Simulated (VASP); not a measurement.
A run of VASP 6.6.1 is set up as follows.

File INCAR:

```
SYSTEM = Cu
PREC     = Accurate       ! precision mode
ENCUT    = 520            ! plane-wave cutoff, eV
EDIFF    = 1E-6           ! SCF threshold, eV
ISMEAR   = 0              ! smearing method
SIGMA    = 0.15           ! smearing width, eV
LREAL    = .False.        ! projectors in reciprocal space
LASPH    = .True.         ! aspherical terms in the spheres
NELM     = 60             ! most SCF steps
ALGO     = Fast           ! electronic algorithm
ISIF     = 2              ! what is computed and relaxed
LWAVE    = .False.        ! write WAVECAR
LCHARG   = .False.        ! write CHGCAR
GGA      = PE             ! functional
NBANDS   = 18             ! bands
```

File KPOINTS:

```
regular mesh
0
Gamma
  21 21 12
  0 0 0
```

The input POSCAR:

```
Cu
1.0
    2.5147554866      0.0000000000      0.0000000000
   -1.2573777433      2.1778421357      0.0000000000
    0.0000000000      0.0000000000      4.6326825575
Cu
2
Direct
    0.3333333333      0.6666666667      0.2500000000
    0.6666666667      0.3333333333      0.7500000000
```

Potentials or basis: VASP PAW PBE potentials, release 64 (Cu).

Command:

```console
$ cat potpaw_PBE.64/Cu/POTCAR > POTCAR
$ mpirun -np 1 vasp_std > vasp.out
```

(1) Estimate the pressure.

(2) Predict the band gap on the k mesh.

Answers

(1) -4.3 GPa.

(2) zero (bands 11 and 12 overlap by 6.35 eV).

Caveat: the stress differs along the axes, from -15 to 1 GPa.
